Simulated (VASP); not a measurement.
The system is SnTe.

```
CELL_PARAMETERS angstrom
5.10693 0.00000 0.00000
2.55347 4.42273 0.00000
2.55347 1.47424 4.16979
ATOMIC_POSITIONS crystal
Sn 0.00000 0.00000 0.00000
Te 0.75000 0.75000 0.75000
```

- Program: VASP 6.6.1
- Task: relaxation of cell and atoms
- Functional: LDA
- Potentials or basis: VASP PAW LDA potentials, release 64 (Sn_d, Te)
- Cutoff: 500 eV
- k mesh: 4 × 4 × 4
- Occupations: fermi-dirac, width 0.05 eV
- Spin: no spin polarisation

At the start: pressure -2.5 GPa; volume 47.09 Å³/atom.

Task: Where does the relaxation end?

Result: Over 3 steps the energy falls by 47.5 meV/atom and the volume is 41.60 Å³/atom (-11.7 %); space group F-43m (No. 216, to 0.05 Å).

Step by step:
```tsv
step	energy change (eV)	largest force (eV/Å)	pressure (GPa)	volume (Å³)
1	0.0000	0.0000	-2.51	94.18
2	-0.0934	0.0000	-0.39	84.47
3	-0.0950	0.0000	-0.02	83.21
```

Final structure:
```xyz
2
Lattice="4.9004 0.0000 0.0000 2.4502 4.2438 0.0000 2.4502 1.4146 4.0011" Properties=species:S:1:pos:R:3 pbc="T T T"
Sn    0.0000    0.0000    0.0000
Te    7.3505    4.2438    3.0008
```

Caveat: the k points lie up to 0.39 Å⁻¹ apart in the final cell.
